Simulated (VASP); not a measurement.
Write the native input for VASP 6.6.1 that does the following.

```
Task                   : single point
Functional             : PBE
Potentials or basis    : VASP PAW PBE potentials, release 64 (Na_pv, F)
Cutoff                 : 520 eV
k mesh                 : 8 × 8 × 8
Occupations            : gaussian, width 0.05 eV
Spin                   : no spin polarisation
Dipole correction      : no
Further INCAR settings : ALGO = Normal; EDIFF = 1e-06; NBANDS = 14
```

The structure of NaF lies in POSCAR:

```
NaF
1.0
    0.0000000000      2.3929990000      2.2536010000
    2.3929990000      0.0000000000      2.2536010000
    2.3929990000      2.3929990000      0.0000000000
Na F
1 1
Direct
    0.0000000000      0.0000000000      0.0000000000
    0.5000000000      0.5000000000      0.5000000000
```

This cell differs from its parent crystal: strain +0.030 along x and y, -0.030 along z.

The input as run:

INCAR

```
SYSTEM = NaF
PREC = Accurate ; ENCUT = 520
EDIFF = 1E-6 ; ISMEAR = 0
SIGMA = 0.05 ; LREAL = .False.
LASPH = .True. ; NELM = 60
ALGO = Normal ; ISIF = 2
LWAVE = .False. ; LCHARG = .True.
GGA = PE ; LELF = .True.
LVHAR = .True. ; NBANDS = 14
```

KPOINTS

```
regular mesh
0
Gamma
  8 8 8
  0 0 0
```

Potentials or basis: VASP PAW PBE potentials, release 64 (Na_pv, F).

Command:

```sh
$ cat potpaw_PBE.64/Na_pv/POTCAR potpaw_PBE.64/F/POTCAR > POTCAR
$ mpirun -np 1 vasp_std > vasp.out
```

It gave:

The pressure is 0.6 GPa and the band gap on the k mesh is 6.10 eV, direct.

Caveat: the cell differs from its parent crystal (strain +0.030 along x and y, -0.030 along z).

Run time: 7.4 s on 1 thread of Intel(R) Xeon(R) 6975P-C (Granite Rapids), with other jobs on the host, peak memory 0.14 GiB.
